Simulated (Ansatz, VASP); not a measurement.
B: VASP beside Ansatz

```
B
1.0
     2.89222    1.66982    3.97457
    -2.89222    1.66982    3.97457
     0.00000   -3.33965    3.97457
B
15
Cartesian
  0.0000 0.0000 5.9619
  1.4617 -0.8439 7.6079
  0.0000 1.6878 7.6079
  -1.4617 -0.8439 7.6079
  -1.4617 0.8439 4.3158
  1.4617 0.8439 4.3158
  0.0000 -1.6878 4.3158
  -0.9359 0.5404 1.3631
  0.0000 -1.0807 1.3631
  0.9359 0.5404 1.3631
  0.9359 -0.5404 10.5606
  -0.9359 -0.5404 10.5606
  0.0000 1.0807 10.5606
  0.0000 0.0000 7.5809
  0.0000 0.0000 4.3428
```

Alike in both runs: functional PBEsol; k mesh 6 × 6 × 6; occupations gaussian, width 0.1 eV; no spin polarisation.

Ansatz relaxed the structure, and its values are those at the end. VASP's run is a single point on that final structure, the one shown.

|  | VASP | Ansatz |
| --- | --- | --- |
| version | VASP 6.6.1 | Ansatz 0.2.0 |
| potentials or method | VASP PAW PBE potentials, release 64 (B), cutoff 520 eV | scalar-relativistic, plane waves, PAW |
| valence electrons in the cell | 45 | 45 |

```csv
,VASP,Ansatz,Ansatz less VASP
gap on the k mesh at the Fermi level (eV),none,none,-
pressure (GPa),0.4,0.2,-0.28
rms of the force components (eV/Å),0.010,0.004,-0.0062
```

VASP's potentials were made for PBE, not for PBEsol. A gap of «none» marks a metal or a gap that the smearing closes.
